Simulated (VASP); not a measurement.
A run of VASP 6.6.1:

INCAR

```
ALGO = Normal ; EDIFF = 1E-7
ENCUT = 520 ; GGA = PE
ISIF = 2 ; ISMEAR = 0
ISPIN = 2 ; LASPH = T
LCHARG = F ; LMAXMIX = 4
LORBIT = 11 ; LREAL = F
LWAVE = F ; MAGMOM = 2.2 0 0
NBANDS = 20 ; NELM = 150
NUPDOWN = 2.2 ; PREC = Accurate
SIGMA = 0.15
```

File KPOINTS:

```
k-points
0
Gamma
  14 14 14
```

File POSCAR:

```
CoSi2
1.0
    0.0000000000      2.6439758734      2.6439758734
    2.6439758734      0.0000000000      2.6439758734
    2.6439758734      2.6439758734      0.0000000000
Co Si
1 2
Direct
    0.0000000000      0.0000000000      0.0000000000
    0.2500000000      0.2500000000      0.2500000000
    0.7500000000      0.7500000000      0.7500000000
```

Potentials or basis: VASP PAW PBE potentials, release 64 (Co, Si).

The run is started by

```sh
$ cat potpaw_PBE.64/Co/POTCAR potpaw_PBE.64/Si/POTCAR > POTCAR
$ mpirun -np 1 vasp_std > vasp.out
```

Hardware: 1 thread of AMD EPYC 7R13 (shared host).

Estimate the wall time of this run.

Run time: 2.3 min on 1 thread of AMD EPYC 7R13, on a shared host, peak memory 0.25 GiB. Counts: scf iterations 16, k points 104.
